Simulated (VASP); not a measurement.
Here is a VASP 6.6.1 calculation.

File INCAR:

```
PREC = Accurate ; ENCUT = 520
EDIFF = 1E-6 ; ISMEAR = -1
SIGMA = 0.05 ; LREAL = False
LASPH = True ; NELM = 60
ALGO = Fast ; ISIF = 2
LWAVE = False ; LCHARG = True
GGA = PS ; LELF = True
LVHAR = True ; NBANDS = 34
```

Contents of KPOINTS:

```
Automatic mesh
0
Gamma
  8 8 8
```

POSCAR

```
CuSn3
1.0
   -2.2399030000      2.2399030000      4.8707040000
    2.2399030000     -2.2399030000      4.8707040000
    2.2399030000      2.2399030000     -4.8707040000
Sn Cu
3 1
Direct
    0.5000000000      0.5000000000      0.0000000000
    0.2500000000      0.7500000000      0.5000000000
    0.7500000000      0.2500000000      0.5000000000
    0.0000000000      0.0000000000      0.0000000000
```

Potentials or basis: VASP PAW PBE potentials, release 64 (Sn_d, Cu).

The run is started by

```bash
$ cat potpaw_PBE.64/Sn_d/POTCAR potpaw_PBE.64/Cu/POTCAR > POTCAR
$ mpirun -np 1 vasp_std > vasp.out
```

What does it give for the band gap on the k mesh?

Zero (an odd number of electrons rules out a gap without spin polarisation).

Predict the pressure.

-4.2 GPa.

Stress tensor (GPa, compression positive):
```
-4.05  0.00  0.00
 0.00 -4.05  0.00
 0.00  0.00 -4.37
```

Caveat: the cell stands under tension; the PAW data sets were made with another functional, which shifts forces and pressure a little; spin-orbit coupling is left out, which moves the levels of the heavy elements.
